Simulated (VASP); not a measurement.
Here is a VASP 6.6.1 calculation.

The input INCAR:

```
SYSTEM = B
PREC     = Accurate       ! precision mode
ENCUT    = 520            ! plane-wave cutoff, eV
EDIFF    = 1E-7           ! SCF threshold, eV
ISMEAR   = -1             ! smearing method
SIGMA    = 0.1            ! smearing width, eV
LREAL    = .False.        ! projectors in reciprocal space
LASPH    = .True.         ! aspherical terms in the spheres
NELM     = 60             ! most SCF steps
ALGO     = Normal         ! electronic algorithm
ISIF     = 2              ! what is computed and relaxed
LWAVE    = .False.        ! write WAVECAR
LCHARG   = .False.        ! write CHGCAR
NBANDS   = 8              ! bands
```

The input KPOINTS:

```
Automatic mesh
0
Gamma
  21 21 21
  0 0 0
```

The input POSCAR:

```
B
1.0
    0.0000000000      1.3583795250      1.3583795250
    1.3583795250      0.0000000000      1.3583795250
    1.3583795250      1.3583795250      0.0000000000
B
1
Direct
    0.0000000000      0.0000000000      0.0000000000
```

Potentials or basis: VASP PAW LDA potentials, release 64 (B).

Launch:

```bash
$ cat potpaw_LDA.64/B/POTCAR > POTCAR
$ mpirun -np 1 vasp_std > vasp.out
```

Problem. Estimate the pressure.

Solution. 47.7 GPa.
